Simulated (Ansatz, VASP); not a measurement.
# V2N3 in VASP and in Ansatz

File INCAR:

```
PREC = Accurate
ENCUT = 520
EDIFF = 1E-6
ISMEAR = 0
SIGMA = 0.15
LREAL = False
LASPH = True
NELM = 80
ALGO = Normal
ISIF = 2
LWAVE = False
LCHARG = True
GGA = PS
LELF = True
LVHAR = True
NBANDS = 28
```

KPOINTS

```
regular mesh
0
Gamma
  18 18 8
```

Contents of POSCAR:

```
V2N3
1.0
    2.7797869938      0.0000000000      0.0000000000
   -1.3898934969      2.4073661537      0.0000000000
    0.0000000000      0.0000000000      6.1963538749
V N
2 3
Direct
    0.6666666667      0.3333333333      0.3021155180
    0.3333333333      0.6666666667      0.6978844820
    0.0495121556      0.0990243113      0.5293930618
    0.0000000000      0.0000000000      0.1074399115
    0.0000000000      0.0000000000      0.8925600885
```

Input for Ansatz:

```yaml
crystal:
  lattice:
    - [2.7797869938, 0.0, 0.0]
    - [-1.3898934969, 2.4073661537, 0.0]
    - [0.0, 0.0, 6.1963538749]
  atoms:
    - { symbol: V, position: [0.6666666667, 0.3333333333, 0.302115518] }
    - { symbol: V, position: [0.3333333333, 0.6666666667, 0.697884482] }
    - { symbol: "N", position: [0.0495121556, 0.0990243113, 0.5293930618] }
    - { symbol: "N", position: [0.0, 0.0, 0.1074399115] }
    - { symbol: "N", position: [0.0, 0.0, 0.8925600885] }
basis:
  ecutwfc: 420
kpoints:
  mp_grid: { grid: [18, 18, 8] }
hamiltonian:
  xc: pbesol
scf:
  occupations: { method: gaussian, width: 0.15 }
output:
  forces: true
  stress: true
  eigenvalues: true
```

Alike in both runs: task single point; functional PBEsol; k mesh 18 × 18 × 8; occupations gaussian, width 0.15 eV; no spin polarisation.

```csv
,VASP,Ansatz
version,VASP 6.6.1,Ansatz 0.2.0
potentials or method,"VASP PAW PBE potentials, release 64 (V_sv, N), cutoff 520 eV","scalar-relativistic, plane waves, PAW"
valence electrons in the cell,41,41
```

VASP gave:

```
gap on the k mesh at the Fermi level (eV)                     : none
pressure (GPa)                                                : 10.3
traceless stress, the component that is largest in VASP (GPa) : 9.18
rms of the force components (eV/Å)                            : 2.127
```

Estimate Ansatz's values.

gap on the k mesh at the Fermi level (eV): none; pressure (GPa): 9.4; traceless stress, the component that is largest in VASP (GPa): 9.02; rms of the force components (eV/Å): 2.102.

VASP's potentials were made for PBE, not for PBEsol. Atom by atom the forces differ by 0.036 eV/Å (rms over components). A gap of «none» marks a metal or a gap that the smearing closes.
